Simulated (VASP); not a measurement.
# Al (a cell with a defect) in VASP: further runs, part 2 of 2

VASP 6.6.1. Earlier steps stand in the parts before.

### 4 Single point, r2SCAN

POSCAR reads:

```
Al
1.0
    8.1000000000      0.0000000000      0.0000000000
    0.0000000000      8.1000000000      0.0000000000
    0.0000000000      0.0000000000      8.1000000000
Al
33
Direct
    0.5256419753     -0.0362345679      0.0271604938
    0.7976913580      0.2532222222      0.0012469136
    0.7693333333      0.0042839506      0.2358148148
    0.0282839506     -0.0119135802      0.0053827160
    0.2460493827      0.2631604938      0.0237037037
    0.5544691358      0.4934074074      0.0013086420
    0.7666419753      0.7575555556      0.0259382716
    0.2772222222     -0.0120864198      0.2182222222
    0.5143209877      0.2114197531      0.2090617284
    0.7690370370      0.5184074074      0.2623703704
    0.5370123457      0.0228271605      0.5217901235
    0.7496419753      0.2589506173      0.3902592593
    0.7943333333     -0.0362469136      0.7561604938
    0.0180000000      0.5247901235      0.0402222222
    0.2703580247      0.7132469136     -0.0101481481
    0.0302839506      0.2622839506      0.2463580247
    0.3047407407      0.4858518519      0.2704320988
    0.5165432099      0.7412592593      0.2401234568
    0.0483580247      0.0134814815      0.5016419753
    0.2888518519      0.2220123457      0.4844320988
    0.5221604938      0.5049753086      0.5329629630
    0.7744567901      0.7573827160      0.5052962963
    0.2726666667      0.0017407407      0.7980740741
    0.0743703704      0.2607777778      0.7534197531
    0.8150000000      0.5528271605      0.7682962963
    0.0471604938      0.7485925926      0.2515802469
    0.0277407407      0.5034691358      0.5015555556
    0.2908024691      0.7512469136      0.4933950617
   -0.2302716049      0.2647037037      0.6806790123
    0.2916296296      0.5014444444      0.7603209877
    0.5311111111      0.7570740741      0.7464567901
    0.0477160494      0.7566296296      0.7388024691
    0.4741234568      0.2403950617      0.7663703704
```

INCAR.step1 reads:

```
ALGO = Normal
EDIFF = 1E-5
ENCUT = 440
GGA = PE
GGA_COMPAT = F
ISMEAR = -1
LASPH = T
LCHARG = F
LREAL = Auto
LWAVE = T
NBANDS = 72
NELM = 120
PREC = Accurate
SIGMA = 0.15
```

INCAR.step2 reads:

```
ALGO = Normal
EDIFF = 1E-6
ENCUT = 440
GGA_COMPAT = F
ISIF = 2
ISMEAR = -1
ISTART = 1
LASPH = T
LCHARG = F
LMIXTAU = T
LREAL = Auto
LWAVE = F
METAGGA = R2SCAN
NBANDS = 72
NELM = 120
PREC = Accurate
SIGMA = 0.15
```

KPOINTS reads:

```
k-points
0
Gamma
  2 2 2
```

Launch:

```sh
$ cat potpaw_PBE.64/Al/POTCAR > POTCAR
$ cp INCAR.step1 INCAR
$ mpirun -np 1 vasp_std > vasp.out
$ cp INCAR.step2 INCAR
$ mpirun -np 1 vasp_std > vasp.out
```

It took 31 min on 1 thread of Intel Xeon 8259CL, shared host; peak memory 0.52 GiB.

It converged, with:

* Free energy: -217.6022 eV
* Pressure: 4.2 GPa
* Largest force: 2.315 eV/Å
* Band gap on the k mesh: zero (an odd number of electrons rules out a gap without spin polarisation)

Forces on the atoms (eV/Å):
```
Al  -0.065  0.480 -2.264
Al  -0.182 -0.003  0.180
Al   0.923 -1.271  0.261
Al  -0.551  0.127  0.150
Al   0.825  0.156 -0.641
Al  -0.640 -0.074 -0.213
Al   0.772 -0.409 -0.535
Al  -0.541 -0.062  1.094
Al  -0.687  1.254  0.022
Al   0.174  1.329 -0.632
Al   0.367 -0.803 -0.340
Al   0.391 -0.297  0.951
Al  -0.102  0.059  0.535
Al  -0.025 -0.981 -1.119
Al   0.714  0.934  0.727
Al   0.040 -0.443  0.603
Al  -0.384  0.094 -0.236
Al   0.048 -0.412  1.179
Al  -0.805 -0.458 -0.040
Al  -0.124  0.898 -0.081
Al   0.876 -0.513 -0.567
Al   0.129  0.060 -0.760
Al   0.346 -0.831 -0.811
Al  -0.259 -0.079 -0.133
Al  -0.685  0.122  0.407
Al  -0.448  0.567  0.800
Al   0.183 -0.201  0.026
Al  -0.213  0.380  0.330
Al  -0.028 -0.183  0.299
Al  -0.570  0.261 -0.325
Al  -0.207 -0.010  0.437
Al   0.596  0.205 -0.001
Al   0.130  0.104  0.695
```

Stress tensor (GPa, compression positive):
```
 3.64  0.82 -0.11
 0.82  4.88  0.86
-0.11  0.86  4.11
```

Levels at points of the mesh, in eV from the Fermi level:
```
           k point  band 47  band 48  band 49  band 50  band 51  band 52
(0.00, 0.00, 0.00)    -0.24     0.10     0.13     0.29     0.35     0.58
(0.50, 0.00, 0.00)    -0.44    -0.33    -0.29    -0.08     0.02     0.27
(0.00, 0.50, 0.00)    -0.39    -0.27    -0.20    -0.13    -0.04     0.19
(0.00, 0.00, 0.50)    -0.42    -0.39    -0.34    -0.19    -0.08     0.25
(0.50, 0.50, 0.00)    -0.38    -0.31     0.51     0.53     0.74     0.93
(0.00, 0.50, 0.50)    -0.42    -0.21     0.51     0.59     0.89     0.91
(0.50, 0.00, 0.50)    -0.35    -0.20     0.55     0.65     0.70     0.95
(0.50, 0.50, 0.50)    -0.60    -0.60    -0.56    -0.52    -0.48    -0.44
```

Caveat: the k points lie up to 0.39 Å⁻¹ apart, too coarse for converged energies and pressures of a metal; the atoms stand as in a frame of molecular dynamics; the PAW data sets were made with another functional, which shifts forces and pressure a little.

### 5 Single point, r2SCAN

POSCAR reads:

```
Al
1.0
    8.1000000000      0.0000000000      0.0000000000
    0.0000000000      8.1000000000      0.0000000000
    0.0000000000      0.0000000000      8.1000000000
Al
33
Direct
    0.5118888889      0.0162098765      0.0096419753
    0.7890493827      0.2384320988      0.0472716049
    0.7659753086     -0.0455679012      0.2332962963
    0.0441111111     -0.0038148148      0.0241481481
    0.2512592593      0.2193703704      0.0071111111
    0.5227407407      0.5089506173      0.0122962963
    0.7802345679      0.7302345679     -0.0049135802
    0.3057654321      0.0173827160      0.2870617284
    0.4935185185      0.2806049383      0.2441975309
    0.8015802469      0.4990000000      0.2348271605
    0.5597283951      0.0173209877      0.5096296296
    0.7711851852      0.2324691358      0.3996296296
    0.7837654321     -0.0480370370      0.7695432099
    0.0258888889      0.4937901235     -0.0045555556
    0.2917037037      0.7819259259      0.0218271605
    0.0586913580      0.2510864198      0.2627407407
    0.2775308642      0.5205925926      0.2479382716
    0.5436296296      0.7231481481      0.2679382716
    0.0079135802      0.0098024691      0.5198641975
    0.2773086420      0.2845802469      0.4795802469
    0.5404814815      0.4892716049      0.5122098765
    0.7982839506      0.7363703704      0.4914691358
    0.2748641975      0.0082716049      0.7081604938
    0.0704197531      0.2541851852      0.7383703704
    0.8173209877      0.5159629630      0.7470740741
    0.0394197531      0.7400987654      0.2628271605
    0.0220246914      0.4758518519      0.4942592593
    0.2748148148      0.7488024691      0.4838148148
   -0.2514814815      0.2358148148      0.7064938272
    0.2791851852      0.5364444444      0.7435061728
    0.5303209877      0.7541975309      0.7403950617
    0.0516172840      0.7530617284      0.8003950617
    0.4347530864      0.2751234568      0.7506419753
```

INCAR.step1 reads:

```
PREC     = Accurate       # precision mode
ENCUT    = 440            # plane-wave cutoff, eV
ISMEAR   = -1             # smearing method
SIGMA    = 0.15           # smearing width, eV
LREAL    = Auto         
LASPH    = True           # aspherical terms in the spheres
NELM     = 120            # most SCF steps
NBANDS   = 72             # bands
GGA      = PE             # functional
ALGO     = Normal         # electronic algorithm
EDIFF    = 1E-5           # SCF threshold, eV
LWAVE    = True           # write WAVECAR
LCHARG   = False          # write CHGCAR
GGA_COMPAT= False
```

INCAR.step2 reads:

```
PREC     = Accurate       # precision mode
ENCUT    = 440            # plane-wave cutoff, eV
EDIFF    = 1E-6           # SCF threshold, eV
ISMEAR   = -1             # smearing method
SIGMA    = 0.15           # smearing width, eV
LREAL    = Auto         
LASPH    = True           # aspherical terms in the spheres
NELM     = 120            # most SCF steps
ALGO     = Normal         # electronic algorithm
ISIF     = 2              # what is computed and relaxed
LWAVE    = False          # write WAVECAR
LCHARG   = True           # write CHGCAR
METAGGA  = R2SCAN         # meta-GGA
LMIXTAU  = True         
LELF     = True           # ELF
LVHAR    = True         
NBANDS   = 72             # bands
ISTART   = 1            
GGA_COMPAT= False
```

KPOINTS reads:

```
Automatic mesh
0
Gamma
  2 2 2
```

Potentials or basis: VASP PAW PBE potentials, release 64 (Al).

Launch:

```sh
$ cat potpaw_PBE.64/Al/POTCAR > POTCAR
$ cp INCAR.step1 INCAR
$ mpirun -np 1 vasp_std > vasp.out
$ cp INCAR.step2 INCAR
$ mpirun -np 1 vasp_std > vasp.out
```

OUTCAR:

```text
PREC = Accurate
   ENCUT = 440
   EDIFF = 1E-6
   ISMEAR = -1
   LREAL = Auto
   LASPH = True
   NELM = 120
   ISIF = 2
   METAGGA = R2SCAN
   ISTART = 1

 ion  position               nearest neighbor table
   1  0.512  0.016  0.010-  15 2.61   5 2.68   3 2.79   8 2.80   9 2.87   2 2.89  13 2.98  33 3.03
                            31 3.05  23 3.11  18 3.17   7 3.18
   2  0.789  0.238  0.047-  10 2.60   3 2.76  29 2.78  16 2.80  14 2.85   4 2.86  12 2.86   1 2.89
                             9 2.90   6 3.09  13 3.23  25 3.32
   3  0.766  0.954  0.233-  18 2.61  12 2.62   7 2.65  22 2.75   2 2.76   1 2.79  26 2.82   4 2.84
                            11 2.84  19 3.07
   4  0.044  0.996  0.024-   5 2.47  15 2.65  32 2.68  16 2.83  26 2.84   3 2.84   2 2.86  13 2.97
                             8 3.01   7 3.04  24 3.13  23 3.17
   5  0.251  0.219  0.007-   4 2.47  33 2.59  16 2.61  24 2.64   1 2.68   9 2.79   8 2.83  14 2.88
                            23 2.97  17 3.13   6 3.22  30 3.35
   6  0.523  0.509  0.012-   9 2.65  18 2.71   7 2.75  17 2.76  10 2.89  15 2.90  33 2.93  30 2.95
                            31 2.97   2 3.09  25 3.21   5 3.22
   7  0.780  0.730  0.995-  13 2.56   3 2.65  25 2.67  10 2.70  32 2.71   6 2.75  14 2.76  31 2.90
                            18 2.93  26 3.02   4 3.04   1 3.18
   8  0.306  0.017  0.287-   9 2.64  20 2.68  28 2.71  11 2.74  16 2.76   1 2.80   5 2.83  15 2.88
                             4 3.01  19 3.06  18 3.07  26 3.12
   9  0.494  0.281  0.244-  20 2.59  12 2.61  17 2.62   8 2.64   6 2.65  21 2.78   5 2.79   1 2.87
[... 35 lines left out ...]
  27  0.022  0.476  0.494-  20 2.59  16 2.63  25 2.65  24 2.70  10 2.76  22 2.78  26 2.85  17 2.90
                            12 2.93  30 2.94  28 3.01  32 3.35
  28  0.275  0.749  0.484-  26 2.62  17 2.66   8 2.71  30 2.72  23 2.78  18 2.80  31 2.93  27 3.01
                            21 3.02  19 3.04  32 3.14  11 3.18
  29  0.749  0.236  0.706-  25 2.36  13 2.37  12 2.49  33 2.59  24 2.62   2 2.78  11 2.83  21 3.09
                            19 3.17
  30  0.279  0.536  0.744-  33 2.46  32 2.59  31 2.69  28 2.72  24 2.84  21 2.85  14 2.91  27 2.94
                             6 2.95  20 2.96  15 3.01   5 3.35
  31  0.530  0.754  0.740-  13 2.61  30 2.69  21 2.83  11 2.84   7 2.90  23 2.93  28 2.93  22 2.97
                             6 2.97  15 3.00  25 3.02   1 3.05
  32  0.052  0.753  0.800-  30 2.59  14 2.64  15 2.66   4 2.68   7 2.71  13 2.71  25 2.73  23 2.85
                            19 3.10  28 3.14  22 3.24  27 3.35
  33  0.435  0.275  0.751-  30 2.46  20 2.54  23 2.54  29 2.59   5 2.59  21 2.73   6 2.93  24 2.96
[... 218 lines left out ...]
   NGX = 27   NGY = 27   NGZ = 27

 number of electron      99.0000000 magnetization

 Free energy of the ion-electron system (eV)
  ---------------------------------------------------
  ext. energy  EPLUGINS =         0.00000000
  ---------------------------------------------------
  free energy    TOTEN  =      -217.75795682 eV

  energy without entropy =     -217.02467589  energy(sigma->0) =     -217.39131636

 E-fermi :   7.9659     XC(G=0): -10.9698

 val. band max:        7.9538510967   @ k =   0.5000   0.0000   0.0000
 cond. band min:       8.0005389667   @ k =   0.0000   0.0000   0.5000
 fundamental gap:      0.0466878700
 Fermi energy:         7.9659432071

 k-point     1 :       0.0000    0.0000    0.0000
  band No.  band energies     occupation
      1      -3.8434      2.00000
      2      -1.8038      2.00000
      3      -1.6348      2.00000
      4      -1.4966      2.00000
      5      -1.3784      2.00000
      6      -1.3498      2.00000
[... 501 lines left out ...]
     60      11.1240      0.00000
     61      11.1567      0.00000
 [bands above 61 left out]

------------------------ aborting loop because EDIFF is reached ----------------------------------------

  FORCE on cell =-STRESS in cart. coord.  units (eV):
  Direction    XX          YY          ZZ          XY          YZ          ZX
  --------------------------------------------------------------------------------------
  -------------------------------------------------------------------------------------
  Total       12.4656073     19.6929802     10.3259498      2.2972060     -1.5395735      0.9315996
  in kB       37.5810551     59.3699893     31.1304598      6.9255690     -4.6414743      2.8085673
  external PRESSURE =      42.6938347 kB  Pullay stress =       0.0000000 kB

 VOLUME and BASIS-vectors are now :
 -----------------------------------------------------------------------------
  energy-cutoff  :      440.00
  volume of cell :      531.44
      direct lattice vectors                 reciprocal lattice vectors
     8.100000000  0.000000000  0.000000000     0.123456790  0.000000000  0.000000000
     0.000000000  8.100000000  0.000000000     0.000000000  0.123456790  0.000000000
     0.000000000  0.000000000  8.100000000     0.000000000  0.000000000  0.123456790

 POSITION                                       TOTAL-FORCE (eV/Angst)
 -----------------------------------------------------------------------------------
      4.14630      0.13130      0.07810         0.740169      0.011938     -0.407393
      6.39130      1.93130      0.38290        -0.252130     -0.335819     -0.643734
      6.20440      7.73090      1.88970         0.521461      0.448184      0.115300
      0.35730      8.06910      0.19560        -1.137556     -0.432988      0.096181
      2.03520      1.77690      0.05760         0.763626      1.238070      0.104353
      4.23420      4.12250      0.09960         0.012948     -0.113079     -0.861769
[... 25 lines left out ...]
      0.41810      6.09980      6.48320        -0.134459      0.519489     -1.253075
      3.52150      2.22850      6.08020         1.215236     -0.490401      0.758659
 -----------------------------------------------------------------------------------
    total drift:                                0.013380      0.000424     -0.002865

  FREE ENERGIE OF THE ION-ELECTRON SYSTEM (eV)
  ---------------------------------------------------
  free  energy   TOTEN  =      -217.7579568228 eV

  energy  without entropy=     -217.0246758923  energy(sigma->0) =     -217.39131636
```

Wall time 29 min (1 thread of Intel Xeon 8259CL, shared host); peak memory 0.52 GiB.

What came out:

```yaml
Free_energy: -217.7580 eV
Pressure: 4.3 GPa
Largest_force: 1.545 eV/Å
Band_gap_on_the_k_mesh: zero (an odd number of electrons rules out a gap without spin polarisation)
```

Forces on the atoms (eV/Å):
```
Al   0.740  0.012 -0.407
Al  -0.252 -0.336 -0.644
Al   0.521  0.448  0.115
Al  -1.138 -0.433  0.096
Al   0.764  1.238  0.104
Al   0.013 -0.113 -0.862
Al  -0.342 -0.045  0.496
Al  -0.578 -0.760 -0.312
Al   0.846 -0.389 -0.547
Al  -0.500  0.597  0.350
Al  -0.376 -0.385  0.214
Al   0.337  0.165 -0.046
Al   0.453 -0.815  0.232
Al   0.857 -0.432  0.564
Al   0.175 -0.804 -0.115
Al  -0.594 -0.319 -0.827
Al  -0.177 -0.189 -0.513
Al  -0.340  0.529 -0.084
Al  -0.016 -0.325 -0.646
Al   0.315 -0.597  0.716
Al   0.471  0.230  0.009
Al  -0.233  0.096  0.558
Al   0.313 -1.054  0.515
Al  -0.372  0.425  0.621
Al  -0.487  1.464  0.070
Al  -0.355  0.584 -0.607
Al  -0.148  0.963  0.134
Al   0.221  0.087  0.801
Al  -0.685 -0.164  0.059
Al  -0.389  0.390  0.257
Al  -0.126 -0.098  0.194
Al  -0.134  0.519 -1.253
Al   1.215 -0.490  0.759
```

Caveat: the k points lie up to 0.39 Å⁻¹ apart, too coarse for converged energies and pressures of a metal; the atoms stand as in a frame of molecular dynamics; the PAW data sets were made with another functional, which shifts forces and pressure a little.

### 6 Summary

| cell | gap on the mesh (eV) | pressure (GPa) | largest force (eV/Å) |
| --- | --- | --- | --- |
| as given, atomic positions A | none | 3.1 | 1.49 |
| as given, atomic positions B | none | 4.1 | 2.30 |
| as given, atomic positions C | none | 4.2 | 2.31 |
| as given, atomic positions D | none | 4.3 | 1.54 |

Alike in all rows: task single point; level r2SCAN; potentials or basis VASP PAW PBE potentials, release 64 (Al); no spin polarisation; k mesh 2 × 2 × 2; cutoff (eV) 440; smearing fermi-dirac 0.15 eV.

Caveats: all runs use coarse meshes; the PAW data sets were made with another functional, which shifts forces and pressure a little; the atoms stand as in a frame of molecular dynamics (at least some runs).

Total energies depend on the potentials used, so only differences within one code and one set of settings carry meaning.
